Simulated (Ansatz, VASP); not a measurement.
# Ti: VASP beside Ansatz

INCAR

```
  ALGO = Normal
  EDIFF = 1E-6
  EDIFFG = -0.005
  ENCUT = 600
  GGA = PE
  IBRION = 2
  ISIF = 3
  ISMEAR = -1
  LASPH = T
  LCHARG = F
  LREAL = F
  LWAVE = F
  NELM = 60
  NSW = 100
  PREC = Accurate
  SIGMA = 0.05
```

The input KPOINTS:

```
k-points
0
Gamma
  11 11 11
```

Contents of POSCAR:

```
Ti
1.0
    0.0000000000      3.2195088072      3.2195088072
    3.2195088072      0.0000000000      3.2195088072
    3.2195088072      3.2195088072      0.0000000000
Ti
2
Direct
    0.0000000000      0.0000000000      0.0000000000
    0.2500000000      0.2500000000      0.2500000000
```

Input for Ansatz:

```yaml
crystal:
  lattice:
    - [0.0, 3.2195088072, 3.2195088072]
    - [3.2195088072, 0.0, 3.2195088072]
    - [3.2195088072, 3.2195088072, 0.0]
  atoms:
    - { symbol: Ti, position: [0.0, 0.0, 0.0] }
    - { symbol: Ti, position: [0.25, 0.25, 0.25] }
kpoints:
  mp_grid: { grid: [11, 11, 11] }
scf:
  occupations: { method: fermi_dirac, width: 0.05 }
hamiltonian:
  xc: pbe
  pseudopotentials: { kind: paw }
output:
  forces: true
  stress: true
relax:
  f_tol: 0.005
  max_steps: 80
  cell: {}
```

Alike in both runs: task relaxation of cell and atoms; functional PBE; k mesh 11 × 11 × 11; occupations fermi-dirac, width 0.05 eV; no spin polarisation.

```csv
,VASP,Ansatz
version,VASP 6.6.1,Ansatz 0.2.0
potentials or method,"VASP PAW PBE potentials, release 64 (Ti_sv)","PAW with Ansatz's default frozen-core files, scalar-relativistic"
plane-wave cutoff (eV),600,420
valence electrons in the cell,24,24
```

|  | VASP | Ansatz | Ansatz less VASP |
| --- | --- | --- | --- |
| relaxed volume (Å³/atom) | 22.95 | 22.90 | -0.055 |
| relaxed cell length with the largest relative difference (Å) | 4.019 | 4.016 | -0.0032 |

Noted on VASP's run: the volume moved by over 15 % at a fixed basis, so the end points are rough.
